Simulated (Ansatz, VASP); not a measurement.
## ZnS: VASP beside Ansatz

```
Zn S
1.0
     3.41042    0.00000    0.00000
    -1.70521    2.95351    0.00000
     0.00000    0.00000    6.71716
Zn S
2 2
Cartesian
  0.0000 1.9690 0.0366
  1.7052 0.9845 3.3951
  0.0000 1.9690 2.5495
  1.7052 0.9845 5.9081
```

Alike in both runs: task single point; functional PBEsol; k mesh 9 × 9 × 6; occupations gaussian, width 0.05 eV; no spin polarisation.

|  | VASP | Ansatz |
| --- | --- | --- |
| version | VASP 6.6.1 | Ansatz 0.2.0 |
| potentials or method | VASP PAW PBE potentials, release 64 (Zn, S), cutoff 520 eV | scalar-relativistic, plane waves, PAW |
| valence electrons in the cell | 36 | 36 |

VASP gave:

| Property | Result |
| --- | --- |
| gap on the k mesh at the Fermi level (eV) | 1.21 |
| least direct gap on the mesh (eV) | 1.21 |
| pressure (GPa) | 18.7 |
| traceless stress, the component that is largest in VASP (GPa) | -22.42 |
| rms of the force components (eV/Å) | 0.930 |

Problem. What did Ansatz give for the same quantities?

Solution. gap on the k mesh at the Fermi level (eV): 1.21; least direct gap on the mesh (eV): 1.21; pressure (GPa): 18.4; traceless stress, the component that is largest in VASP (GPa): -22.35; rms of the force components (eV/Å): 0.921.

VASP's potentials were made for PBE, not for PBEsol. Atom by atom the forces differ by 0.009 eV/Å (rms over components).
